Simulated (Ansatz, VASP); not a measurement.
## One calculation of WSe2, two programs

```xyz
6
Lattice="3.2997 0.0000 0.0000 -1.6498 2.8576 0.0000 0.0000 0.0000 13.1485" Properties=species:S:1:pos:R:3 pbc="T T T"
W     1.6498    0.9525    9.8614
W     0.0000    1.9051    3.2871
Se    0.0000    1.9051   11.5268
Se    1.6498    0.9525    4.9525
Se    0.0000    1.9051    8.1960
Se    1.6498    0.9525    1.6217
```

Alike in both runs: task single point; functional PBEsol; k mesh 6 × 6 × 2; no spin polarisation.

|  | VASP | Ansatz |
| --- | --- | --- |
| version | VASP 6.6.1 | Ansatz 0.2.0 |
| potentials or method | VASP PAW PBE potentials, release 64 (W_sv, Se) | plane waves |
| plane-wave cutoff (eV) | 520 | 420 |
| occupations | gaussian, width 0.01 eV | fixed |
| valence electrons in the cell | 52 | 92 |

|  | VASP | Ansatz | Ansatz less VASP |
| --- | --- | --- | --- |
| gap on the k mesh at the Fermi level (eV) | 1.00 | 1.01 | +0.005 |
| pressure (GPa) | -1.1 | -1.5 | -0.40 |
| traceless stress, the component that is largest in VASP (GPa) | 1.29 | 1.20 | -0.091 |
| rms of the force components (eV/Å) | 0.012 | 0.016 | +0.0046 |

VASP's potentials were made for PBE, not for PBEsol. Atom by atom the forces differ by 0.028 eV/Å (rms over components). VASP's potentials hold 52 valence electrons a cell and Ansatz's 92, so a difference there can come from the potentials and not from the codes.

Spin-orbit coupling is off throughout.
